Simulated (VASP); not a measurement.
# AlCu (Cmmm) in VASP: notebook

Runs on AlCu. Level: r2SCAN. Tasks: single point.

All numbers are computed with VASP 6.6.1; they aren't measurements. Logs are shortened: lines on timing, memory, paths and dates and some standing lists are left out, and cuts for length are marked.

## 1. The cell of the first run

Symmetry: Cmmm, No. 65, orthorhombic system. The conventional cell has a = 4.165 Å, b = 4.313 Å, c = 2.998 Å, α = 90.00°, β = 90.00°, γ = 90.00°. Within 3.4 Å of Al (site symmetry mmm) lie 8 Cu at 2.57 to 2.63 Å and 6 Al at 3.00 Å. Within 3.4 Å of Cu (site symmetry mmm) lie 8 Al at 2.57 to 2.63 Å and 6 Cu at 3.00 Å.

## 2. Single point, r2SCAN (strain +0.0350 x Voigt [0, 0, 0, 0, 0, 1])

The input, POSCAR:

```
AlCu
1.0
    2.9975090000      0.0524564075      0.0000000000
    0.0524564075      2.9975090000      0.0000000000
    0.0000000000      0.0000000000      2.9975090000
Al Cu
1 1
Direct
    0.0000000000      0.0000000000      0.0000000000
    0.5000000000      0.5000000000      0.5000000000
```

The input, INCAR.step1:

```
SYSTEM = AlCu
ALGO = Normal ; EDIFF = 1E-4
ENCUT = 520 ; GGA = PE
ISMEAR = 0 ; LASPH = .True.
LCHARG = .False. ; LREAL = .False.
LWAVE = .True. ; NBANDS = 14
NELM = 100 ; PREC = Accurate
SIGMA = 0.15
```

The input, INCAR.step2:

```
SYSTEM = AlCu
ALGO = Normal ; EDIFF = 1E-6
ENCUT = 520 ; ISIF = 2
ISMEAR = 0 ; ISTART = 1
LASPH = .True. ; LCHARG = .True.
LELF = .True. ; LMIXTAU = .True.
LREAL = .False. ; LVHAR = .True.
LWAVE = .False. ; METAGGA = R2SCAN
NBANDS = 14 ; NELM = 100
PREC = Accurate ; SIGMA = 0.15
```

The input, KPOINTS:

```
k-points
0
Gamma
  16 16 16
  0 0 0
```

Potentials or basis: VASP PAW PBE potentials, release 64 (Al, Cu).

Launch:

```bash
cat potpaw_PBE.64/Al/POTCAR potpaw_PBE.64/Cu/POTCAR > POTCAR
cp INCAR.step1 INCAR
mpirun -np 1 vasp_std > vasp.out
cp INCAR.step2 INCAR
mpirun -np 1 vasp_std > vasp.out
```

OUTCAR:

```text
SYSTEM = AlCu
   EDIFF = 1E-6
   ENCUT = 520
   ISIF = 2
   ISMEAR = 0
   ISTART = 1
   LASPH = .True.
   LREAL = .False.
   METAGGA = R2SCAN
   NELM = 100
   PREC = Accurate

 ion  position               nearest neighbor table
   1  0.000  0.000  0.000-   2 2.57   2 2.57   2 2.57   2 2.57   2 2.63   2 2.63   2 2.63   2 2.63

   2  0.500  0.500  0.500-   1 2.57   1 2.57   1 2.57   1 2.57   1 2.63   1 2.63   1 2.63   1 2.63

  LATTYP: Found a base centered orthorhombic cell.
 ALAT       =     4.1649333182
 B/A-ratio  =     1.0356234097
 C/A-ratio  =     0.7197015585

  Lattice vectors:

 A1 = (  -0.0524564075,  -2.9975090000,   0.0000000000)
 A2 = (   2.9975090000,   0.0524564075,   0.0000000000)
 A3 = (   0.0000000000,   0.0000000000,   2.9975090000)

Analysis of symmetry for initial positions (statically):
=====================================================================
 Subroutine PRICEL returns:
 Original cell was already a primitive cell.

 Routine SETGRP: Setting up the symmetry group for a
 base centered orthorhombic supercell.

 Subroutine GETGRP returns: Found  8 space group operations
 (whereof  8 operations were pure point group operations)
 out of a pool of  8 trial point group operations.

The static configuration has the point symmetry D_2h.

Analysis of symmetry for dynamics (positions and initial velocities):
=====================================================================
 Subroutine PRICEL returns:
 Original cell was already a primitive cell.

 Routine SETGRP: Setting up the symmetry group for a
 base centered orthorhombic supercell.

 Subroutine GETGRP returns: Found  8 space group operations
 (whereof  8 operations were pure point group operations)
 out of a pool of  8 trial point group operations.

The dynamic configuration has the point symmetry D_2h.

 Subroutine INISYM returns: Found  8 space group operations
 (whereof  8 operations are pure point group operations),
 and found     1 'primitive' translations

----------------------------------------------------------------------------------------

                                     Primitive cell

  volume of cell :      26.9246

  direct lattice vectors                    reciprocal lattice vectors
     2.997509000  0.052456408  0.000000000     0.333712541 -0.005839969  0.000000000
     0.052456408  2.997509000  0.000000000    -0.005839969  0.333712541  0.000000000
     0.000000000  0.000000000  2.997509000     0.000000000  0.000000000  0.333610341

  length of vectors
     2.997967958  2.997967958  2.997509000     0.333763636  0.333763636  0.333610341

  position of ions in fractional coordinates (direct lattice)
     0.000000000  0.000000000  0.000000000
     0.500000000  0.500000000  0.500000000

  ion indices of the primitive-cell ions
   primitive index   ion index
                 1           1
                 2           2

----------------------------------------------------------------------------------------

 KPOINTS: k-points

Automatic generation of k-mesh.
 Grid dimensions read from file:
 generate k-points for:   16   16   16

 Generating k-lattice:

  Cartesian coordinates                     Fractional coordinates (reciprocal lattice)
     0.020857034 -0.000364998  0.000000000     0.062500000  0.000000000  0.000000000
    -0.000364998  0.020857034  0.000000000     0.000000000  0.062500000  0.000000000
     0.000000000  0.000000000  0.020850646     0.000000000  0.000000000  0.062500000

  Length of vectors
     0.020860227  0.020860227  0.020850646

  Shift w.r.t. Gamma in fractional coordinates (k-lattice)
     0.000000000  0.000000000  0.000000000

 Subroutine IBZKPT returns following result:
 ===========================================

 Found    657 irreducible k-points:

 Following reciprocal coordinates:
            Coordinates               Weight
  0.000000  0.000000  0.000000      1.000000
  0.062500  0.000000  0.000000      4.000000
  0.125000  0.000000  0.000000      4.000000
  0.187500  0.000000  0.000000      4.000000
  0.250000  0.000000  0.000000      4.000000
  0.312500  0.000000  0.000000      4.000000
[... 16 lines left out ...]
 -0.125000  0.062500  0.000000      4.000000
 -0.062500  0.062500  0.000000      2.000000
 [... further k-points ...]
   k-points           NKPTS =    657   k-points in BZ     NKDIM =    657   number of bands    NBANDS=     14
   number of dos      NEDOS =    301   number of ions     NIONS =      2
   total plane-waves  NPLWV =  13824
   dimension x,y,z NGX =    24 NGY =   24 NGZ =   24
   dimension x,y,z NGXF=    48 NGYF=   48 NGZF=   48
   ions per type =               1   1
   NGX,Y,Z   is equivalent  to a cutoff of  13.31, 13.31, 13.31 a.u.
   NGXF,Y,Z  is equivalent  to a cutoff of  26.62, 26.62, 26.62 a.u.
 SYSTEM =  AlCu
   PREC   = accura    normal or accurate (medium, high low for compatibility)
   ISTART =      1    job   : 0-new  1-cont  2-samecut
   ICHARG =      0    charge: 1-file 2-atom 10-const
   ISPIN  =      1    spin polarized calculation?
   LNONCOLLINEAR =      F non collinear calculations
   LSORBIT =      F    spin-orbit coupling
   LASPH  =      T    aspherical Exc in radial PAW
   ENCUT  =  520.0 eV  38.22 Ry    6.18 a.u.   5.57  5.57  5.57*2*pi/ulx,y,z
   NELM   =    100;   NELMIN=  2; NELMDL=  0     # of ELM steps
   EDIFF  = 0.1E-05   stopping-criterion for ELM
   LREAL  =      F    real-space projection
   EDIFFG = 0.1E-04   stopping-criterion for IOM
   NSW    =      0    number of steps for IOM
   IBRION =     -1    ionic relax: 0-MD 1-quasi-New 2-CG
   NFREE  =      0    steps in history (QN), initial steepest desc. (CG)
   ISIF   =      2    stress and relaxation
   ISYM   =      2    0-nonsym 1-usesym 2-fastsym
   POTIM  = 0.5000    time-step for ionic-motion
   TEBEG  =    0.0;   TEEND  =   0.0 temperature during run
   PSTRESS=    0.0 pullay stress
   NELECT =      14.0000    total number of electrons
   NUPDOWN=      -1.0000    fix difference up-down
   EMIN   =  10.00;   EMAX   =-10.00  energy-range for DOS
   EFERMI =   0.00;   METHOD = LEGACY
   ISMEAR =     0;   SIGMA  =   0.15  broadening in eV -4-tet -1-fermi 0-gaus
   EFERMI_NEDOS =   21; number of points for ismear=-14 and -15
   IALGO  =     38    algorithm
   IMIX   =      4    mixing-type and parameters
     AMIX     =   0.40;   BMIX     =  1.00
     AMIX_MAG =   1.60;   BMIX_MAG =  1.00
  volume/ion in A,a.u.               =      13.46        90.85
  Fermi-wavevector in a.u.,A,eV,Ry     =   1.316441  2.487713 23.579122  1.733017
  Thomas-Fermi vector in A             =   2.446553
   LORBIT       =      0    0 simple, 1 ext, 2 COOP (PROOUT), +10 PAW based schemes
   METAGGA = R2SCAN    functional components
   LHFCALC =     F    Hartree Fock is set to
   AEXX    =    0.0000 exact exchange contribution
   IVDW    =     0    specifies the selected vdW correction
   LEPSILON=     F    determine dielectric tensor
   LRPA    =     F    only Hartree local field effects (RPA)
 non-spin polarized calculation
 Gauss-broadening in eV      SIGMA  =   0.15
  energy-cutoff  :      520.00
  volume of cell :       26.92
 maximum number of plane-waves:       744
   NGX = 11   NGY = 11   NGZ = 11

 number of electron      14.0000016 magnetization

 Free energy of the ion-electron system (eV)
  ---------------------------------------------------
  ext. energy  EPLUGINS =         0.00000000
  ---------------------------------------------------
  free energy    TOTEN  =       -17.88537062 eV

  energy without entropy =      -17.87943950  energy(sigma->0) =      -17.88240506

 E-fermi :   9.0491     XC(G=0): -12.4266

 val. band max:        9.0468624431   @ k =   0.5000   0.5000   0.4375
 cond. band min:       9.0499419210   @ k =  -0.4375   0.4375   0.3125
 fundamental gap:      0.0030794779
 Fermi energy:         9.0490756069

 k-point     1 :       0.0000    0.0000    0.0000
  band No.  band energies     occupation
      1      -3.0980      2.00000
      2       3.9008      2.00000
      3       3.9081      2.00000
      4       4.9572      2.00000
      5       4.9923      2.00000
      6       5.0291      2.00000
      7      12.9896      0.00000
      8      13.1223      0.00000
      9      13.2899      0.00000
     10      15.4894      0.00000
     11      15.4991      0.00000
     12      20.1258      0.00000
     13      28.2254      0.00000
     14      28.3183      0.00000

 k-point     2 :       0.0625    0.0000    0.0000
  band No.  band energies     occupation
      1      -3.0282      2.00000
      2       3.9071      2.00000
      3       3.9148      2.00000
      4       4.9472      2.00000
      5       4.9735      2.00000
      6       5.0220      2.00000
      7      12.2167      0.00000
      8      13.2064      0.00000
      9      13.2373      0.00000
     10      15.5190      0.00000
     11      16.2962      0.00000
     12      20.4029      0.00000
     13      27.2326      0.00000
     14      27.4869      0.00000

 k-point     3 :       0.1250    0.0000    0.0000
  band No.  band energies     occupation
      1      -2.8194      2.00000
      2       3.9082      2.00000
      3       3.9435      2.00000
      4       4.9071      2.00000
      5       4.9207      2.00000
      6       5.0146      2.00000
      7      10.7131      0.00000
      8      13.4550      0.00000
      9      13.4680      0.00000
     10      15.6005      0.00000
     11      17.4119      0.00000
     12      21.3116      0.00000
     13      25.6893      0.00000
     14      25.9557      0.00000

 k-point     4 :       0.1875    0.0000    0.0000
  band No.  band energies     occupation
      1      -2.4734      2.00000
      2       3.8800      2.00000
      3       3.9886      2.00000
      4       4.8362      2.00000
      5       4.8443      2.00000
      6       5.0169      2.00000
      7       9.2028      0.14721
      8      13.8585      0.00000
      9      13.8589      0.00000
     10      15.7345      0.00000
     11      18.2401      0.00000
     12      22.8435      0.00000
     13      24.1672      0.00000
     14      24.3910      0.00000

 k-point     5 :       0.2500    0.0000    0.0000
  band No.  band energies     occupation
      1      -1.9937      2.00000
      2       3.7678      2.00000
      3       4.0425      2.00000
      4       4.7513      2.00000
      5       4.7579      2.00000
      6       5.0246      2.00000
      7       7.8460      2.00000
      8      14.3858      0.00000
      9      14.4040      0.00000
     10      15.9168      0.00000
     11      18.8919      0.00000
[... 276 lines left out ...]
 k-point    22 :      -0.1875    0.0625    0.0000
  band No.  band energies     occupation
      1      -2.3896      2.00000
      2       3.8878      2.00000
      3       3.9921      2.00000
      4       4.8241      2.00000
      5       4.8326      2.00000
      6       5.0037      2.00000
      7       9.2220      0.10311
      8      12.7663      0.00000
      9      13.9590      0.00000
     10      16.3795      0.00000
     11      18.8148      0.00000
     12      23.0056      0.00000
     13      24.0645      0.00000
     14      24.3811      0.00000

 k-point    23 :      -0.1250    0.0625    0.0000
  band No.  band energies     occupation
      1      -2.7399      2.00000
      2       3.9149      2.00000
      3       3.9472      2.00000
      4       4.8996      2.00000
      5       4.9027      2.00000
      6       5.0047      2.00000
      7      10.7319      0.00000
      8      12.4548      0.00000
      9      13.5508      0.00000
     10      16.1746      0.00000
     11      17.9157      0.00000
     12      21.5330      0.00000
     13      25.6223      0.00000
     14      25.9373      0.00000

 k-point    24 :      -0.0625    0.0625    0.0000
  band No.  band energies     occupation
      1      -2.9534      2.00000
      2       3.9144      2.00000
      3       3.9184      2.00000
      4       4.9357      2.00000
      5       4.9560      2.00000
      6       5.0160      2.00000
      7      12.2078      0.00000
      8      12.3193      0.00000
      9      13.2967      0.00000
     10      15.9434      0.00000
     11      16.8165      0.00000
     12      20.6785      0.00000
     13      27.0726      0.00000
     14      27.3773      0.00000

 [... further k-points ...]

------------------------ aborting loop because EDIFF is reached ----------------------------------------

  FORCE on cell =-STRESS in cart. coord.  units (eV):
  Direction    XX          YY          ZZ          XY          YZ          ZX
  --------------------------------------------------------------------------------------
  -------------------------------------------------------------------------------------
  Total       -0.7589686     -0.7589686     -0.8438473     -0.2466527      0.0000000      0.0000000
  in kB      -45.1633255    -45.1633255    -50.2141343    -14.6773596      0.0000000      0.0000000
  external PRESSURE =     -46.8469284 kB  Pullay stress =       0.0000000 kB

 VOLUME and BASIS-vectors are now :
 -----------------------------------------------------------------------------
  energy-cutoff  :      520.00
  volume of cell :       26.92
      direct lattice vectors                 reciprocal lattice vectors
     2.997509000  0.052456408  0.000000000     0.333712541 -0.005839969  0.000000000
     0.052456408  2.997509000  0.000000000    -0.005839969  0.333712541  0.000000000
     0.000000000  0.000000000  2.997509000     0.000000000  0.000000000  0.333610341

 POSITION                                       TOTAL-FORCE (eV/Angst)
 -----------------------------------------------------------------------------------
      0.00000      0.00000      0.00000        -0.000000      0.000000      0.000000
      1.52498      1.52498      1.49875         0.000000      0.000000      0.000000
 -----------------------------------------------------------------------------------
    total drift:                                0.000000      0.000000     -0.000000

  FREE ENERGIE OF THE ION-ELECTRON SYSTEM (eV)
  ---------------------------------------------------
  free  energy   TOTEN  =       -17.8853706171 eV

  energy  without entropy=      -17.8794395004  energy(sigma->0) =      -17.88240506
```

Run time: 3.8 min. Hardware: 1 thread of Intel Xeon 6975P-C (Granite Rapids), shared host; peak memory 0.35 GiB.

What came out:

```
Free energy            : -17.8854 eV
Pressure               : -4.7 GPa
Band gap on the k mesh : zero (band 7 reaches 12.99 eV, above the bottom of band 8 at 8.10 eV)
```

Levels at points of the mesh, in eV from the Fermi level:
| k point | band 3 | band 4 | band 5 | band 6 | band 7 | band 8 | band 9 | band 10 | band 11 | band 12 |
| --- | --- | --- | --- | --- | --- | --- | --- | --- | --- | --- |
| (0.00, 0.00, 0.00) | -5.14 | -4.09 | -4.06 | -4.02 | 3.94 | 4.07 | 4.24 | 6.44 | 6.45 | 11.08 |
| (0.50, 0.00, 0.00) | -4.86 | -4.51 | -4.50 | -4.00 | -3.34 | 7.34 | 8.47 | 8.57 | 8.98 | 9.06 |
| (0.50, 0.50, 0.00) | -4.42 | -4.38 | -4.25 | -3.80 | -3.71 | -0.95 | 0.04 | 10.88 | 13.20 | 13.60 |
| (0.00, 0.00, 0.50) | -4.86 | -4.56 | -4.45 | -4.00 | -3.34 | 7.47 | 8.33 | 8.65 | 9.01 | 9.13 |
| (0.50, 0.00, 0.50) | -4.40 | -4.39 | -4.03 | -4.03 | -3.71 | -0.86 | -0.06 | 10.81 | 13.28 | 13.36 |
| (0.50, 0.50, 0.50) | -5.69 | -3.70 | -3.69 | 0.49 | 0.62 | 0.92 | 2.00 | 2.16 | 2.42 | 2.47 |

Caveat: the cell differs from its parent crystal (strain +0.0350 x Voigt [0, 0, 0, 0, 0, 1]); the PAW data sets were made with another functional, which shifts forces and pressure a little.

## 3. Single point, r2SCAN (strain +0.0100 x Voigt [0, 0, 0, 0, 0, 1])

The input, POSCAR:

```
AlCu
1.0
    2.9975090000      0.0149875450      0.0000000000
    0.0149875450      2.9975090000      0.0000000000
    0.0000000000      0.0000000000      2.9975090000
Al Cu
1 1
Direct
    0.0000000000      0.0000000000      0.0000000000
    0.5000000000      0.5000000000      0.5000000000
```

The input, INCAR.step1:

```
SYSTEM = AlCu
PREC = Accurate ; ENCUT = 520
ISMEAR = 0 ; SIGMA = 0.15
LREAL = .FALSE. ; LASPH = .TRUE.
NELM = 80 ; NBANDS = 14
GGA = PE ; ALGO = Normal
EDIFF = 1E-4 ; LWAVE = .TRUE.
LCHARG = .FALSE.
```

The input, INCAR.step2:

```
SYSTEM = AlCu
PREC = Accurate ; ENCUT = 520
EDIFF = 1E-6 ; ISMEAR = 0
SIGMA = 0.15 ; LREAL = .FALSE.
LASPH = .TRUE. ; NELM = 80
ALGO = Normal ; ISIF = 2
LWAVE = .FALSE. ; LCHARG = .TRUE.
METAGGA = R2SCAN ; LMIXTAU = .TRUE.
LELF = .TRUE. ; LVHAR = .TRUE.
NBANDS = 14 ; ISTART = 1
```

The input, KPOINTS:

```
Automatic mesh
0
G
  16 16 16
  0 0 0
```

Potentials or basis: VASP PAW PBE potentials, release 64 (Al, Cu).

Launch:

```bash
cat potpaw_PBE.64/Al/POTCAR potpaw_PBE.64/Cu/POTCAR > POTCAR
cp INCAR.step1 INCAR
mpirun -np 1 vasp_std > vasp.out
cp INCAR.step2 INCAR
mpirun -np 1 vasp_std > vasp.out
```

Wall time 14 min (1 thread of Oxide Virtual Turin-like, shared host); peak memory 0.33 GiB.

It converged, with:

```yaml
Free_energy: -17.8888 eV
Pressure: -4.8 GPa
Band_gap_on_the_k_mesh: zero (band 7 reaches 13.08 eV, above the bottom of band 8 at 8.17 eV)
```

Stress tensor (GPa, compression positive):
```
-4.84 -0.33  0.00
-0.33 -4.84  0.00
 0.00  0.00 -4.87
```

Levels at points of the mesh, in eV from the Fermi level:
| k point | band 3 | band 4 | band 5 | band 6 | band 7 | band 8 | band 9 | band 10 | band 11 | band 12 |
| --- | --- | --- | --- | --- | --- | --- | --- | --- | --- | --- |
| (0.00, 0.00, 0.00) | -5.16 | -4.08 | -4.07 | -4.06 | 4.02 | 4.06 | 4.10 | 6.42 | 6.42 | 11.05 |
| (0.50, 0.00, 0.00) | -4.88 | -4.52 | -4.52 | -4.02 | -3.35 | 7.43 | 8.45 | 8.46 | 9.03 | 9.04 |
| (0.50, 0.50, 0.00) | -4.42 | -4.40 | -4.12 | -3.99 | -3.73 | -0.89 | -0.08 | 10.90 | 13.32 | 13.43 |
| (0.00, 0.00, 0.50) | -4.88 | -4.54 | -4.51 | -4.02 | -3.35 | 7.44 | 8.41 | 8.50 | 9.02 | 9.05 |
| (0.50, 0.00, 0.50) | -4.41 | -4.41 | -4.05 | -4.05 | -3.73 | -0.88 | -0.08 | 10.89 | 13.37 | 13.37 |
| (0.50, 0.50, 0.50) | -5.71 | -3.71 | -3.71 | 0.62 | 0.67 | 0.74 | 2.13 | 2.18 | 2.25 | 2.37 |

Caveat: the cell differs from its parent crystal (strain +0.0100 x Voigt [0, 0, 0, 0, 0, 1]); the PAW data sets were made with another functional, which shifts forces and pressure a little.

[end of part 1 of 2]
